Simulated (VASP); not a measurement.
Here is a VASP 6.6.1 calculation.

The input INCAR:

```
SYSTEM = Rh12C
PREC = Accurate ; ENCUT = 520
EDIFF = 1E-6 ; ISMEAR = 0
SIGMA = 0.1 ; LREAL = .False.
LASPH = .True. ; NELM = 80
ALGO = Normal ; ISIF = 2
LWAVE = .False. ; LCHARG = .False.
LDIPOL = .True. ; IDIPOL = 3
DIPOL = 0.5 0.5 0.316 ; GGA = PE
NBANDS = 104
```

KPOINTS

```
regular mesh
0
Gamma
  5 5 1
  0 0 0
```

POSCAR

```
Rh12C
1.0
    5.4165863251      0.0000000000      0.0000000000
    0.0000000000      5.4165863251      0.0000000000
    0.0000000000      0.0000000000     19.1737394690
Rh C
12 1
Direct
    0.2500000000      0.2500000000      0.2086186686
    0.2500000000      0.7500000000      0.2086186686
    0.7500000000      0.2500000000      0.2086186686
    0.7500000000      0.7500000000      0.2086186686
    0.0000000000      0.0000000000      0.3044995961
    0.0000000000      0.5000000000      0.3044995961
    0.5000000000      0.0000000000      0.3044995961
    0.5000000000      0.5000000000      0.3044995961
    0.2500000000      0.2500000000      0.4002213278
    0.2500000000      0.7500000000      0.4002213278
    0.7500000000      0.2500000000      0.4002213278
    0.7500000000      0.7500000000      0.4002213278
    0.4166666667      0.4166666667      0.4599414482
```

Potentials or basis: VASP PAW PBE potentials, release 64 (Rh_pv, C).

The run is started by

```sh
$ cat potpaw_PBE.64/Rh_pv/POTCAR potpaw_PBE.64/C/POTCAR > POTCAR
$ mpirun -np 1 vasp_std > vasp.out
```

(1) What does it give for the largest force?

(2) Estimate the band gap on the k mesh.

Results:

(1) 2.796 eV/Å.

(2) zero (band 92 reaches 0.37 eV, above the bottom of band 93 at -0.37 eV).
